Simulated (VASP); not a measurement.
Here is a VASP 6.6.1 calculation.

File INCAR:

```
SYSTEM = BN
PREC     = Accurate       ! precision mode
ENCUT    = 600            ! plane-wave cutoff, eV
EDIFF    = 1E-6           ! SCF threshold, eV
ISMEAR   = 0              ! smearing method
SIGMA    = 0.01           ! smearing width, eV
LREAL    = .FALSE.        ! projectors in reciprocal space
LASPH    = .TRUE.         ! aspherical terms in the spheres
NELM     = 120            ! most SCF steps
ALGO     = Normal         ! electronic algorithm
ISIF     = 2              ! what is computed and relaxed
LWAVE    = .FALSE.        ! write WAVECAR
LCHARG   = .FALSE.        ! write CHGCAR
GGA      = PS             ! functional
NBANDS   = 11             ! bands
GGA_COMPAT= .FALSE.
```

Contents of KPOINTS:

```
Automatic mesh
0
G
  5 5 5
  0 0 0
```

Contents of POSCAR:

```
BN
1.0
    0.0000000000      1.8075000000      1.8075000000
    1.8075000000      0.0000000000      1.8075000000
    1.8075000000      1.8075000000      0.0000000000
B N
1 1
Direct
    0.0000000000      0.0000000000      0.0000000000
    0.2500000000      0.2500000000      0.2500000000
```

Potentials or basis: VASP PAW PBE potentials, release 64 (B, N).

Run with:

```sh
$ cat potpaw_PBE.64/B/POTCAR potpaw_PBE.64/N/POTCAR > POTCAR
$ mpirun -np 1 vasp_std > vasp.out
```

Predict the band gap on the k mesh.

4.77 eV, indirect (least direct gap 8.75 eV).

What does it give for the pressure?

-2.5 GPa.

Caveat: the k points lie up to 0.60 Å⁻¹ apart; the PAW data sets were made with another functional, which shifts forces and pressure a little. As with any semilocal functional, this PBEsol gap is likely too small.
